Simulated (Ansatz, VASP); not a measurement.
# One calculation of Hf3Rh, two programs

```
Hf Rh
1.0
     4.30117    0.00000    0.00000
     0.00000    4.30117    0.00000
     0.00000    0.00000    4.30117
Hf Rh
3 1
Direct
  0.00000 0.50000 0.50000
  0.50000 0.00000 0.50000
  0.50000 0.50000 0.00000
  0.00000 0.00000 0.00000
```

Alike in both runs: functional PBE; k mesh 4 × 4 × 4; occupations gaussian, width 0.1 eV; no spin polarisation.

Ansatz relaxed the structure, and its values are those at the end. VASP's run is a single point on that final structure, the one shown.

```csv
,VASP,Ansatz
version,VASP 6.6.1,Ansatz 0.2.0
potentials or method,"VASP PAW PBE potentials, release 64 (Hf_pv, Rh_pv), cutoff 520 eV","scalar-relativistic, plane waves, PAW"
valence electrons in the cell,45,95
```

|  | VASP | Ansatz | Ansatz less VASP |
| --- | --- | --- | --- |
| gap on the k mesh at the Fermi level (eV) | none | none | - |
| pressure (GPa) | -0.9 | -0.3 | +0.59 |

A gap of «none» marks a metal or a gap that the smearing closes. The functional is the same, so the differences come from potentials, cutoffs and numerics. VASP's potentials hold 45 valence electrons a cell and Ansatz's 95, so a difference there can come from the potentials and not from the codes.

The k mesh is coarse, so the values compare programs but aren't converged. Neither program's run includes spin-orbit coupling.
